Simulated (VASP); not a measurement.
Write the native input for VASP 6.6.1 that does the following.

```
Task                   : single point
Functional             : PBE
Potentials or basis    : VASP PAW PBE potentials, release 64 (Li_sv, Mo_sv)
Cutoff                 : 520 eV
k mesh                 : 20 × 20 × 20
Occupations            : gaussian, width 0.1 eV
Spin                   : no spin polarisation
Dipole correction      : no
Further INCAR settings : ALGO = Fast; EDIFF = 1e-06; NBANDS = 22
```

The structure of LiMo2 lies in POSCAR:

```
LiMo2
1.0
   -1.6509342405      1.6509342405      4.0226510269
    1.6509342405     -1.6509342405      4.0226510269
    1.6509342405      1.6509342405     -4.0226510269
Li Mo
1 2
Direct
    0.0000000000      0.0000000000      0.0000000000
    0.6696955629      0.6696955629      0.0000000000
    0.3303044371      0.3303044371      0.0000000000
```

The cell was built from a structure type or drawn by symmetry, and may not be a known phase.

One way to write it, as run:

INCAR

```
ALGO = Fast
EDIFF = 1E-6
ENCUT = 520
GGA = PE
ISIF = 2
ISMEAR = 0
LASPH = T
LCHARG = T
LELF = T
LREAL = F
LVHAR = T
LWAVE = F
NBANDS = 22
NELM = 60
PREC = Accurate
SIGMA = 0.1
```

KPOINTS

```
k-points
0
Gamma
  20 20 20
```

Potentials or basis: VASP PAW PBE potentials, release 64 (Li_sv, Mo_sv).

Command:

```sh
$ cat potpaw_PBE.64/Li_sv/POTCAR potpaw_PBE.64/Mo_sv/POTCAR > POTCAR
$ mpirun -np 1 vasp_std > vasp.out
```

It gave:

The largest force is 0.018 eV/Å and the band gap on the k mesh is zero (an odd number of electrons rules out a gap without spin polarisation).

Wall time 13 min on 1 thread of Intel(R) Xeon(R) 6975P-C (Granite Rapids), with other jobs on the host, peak memory 0.63 GiB.
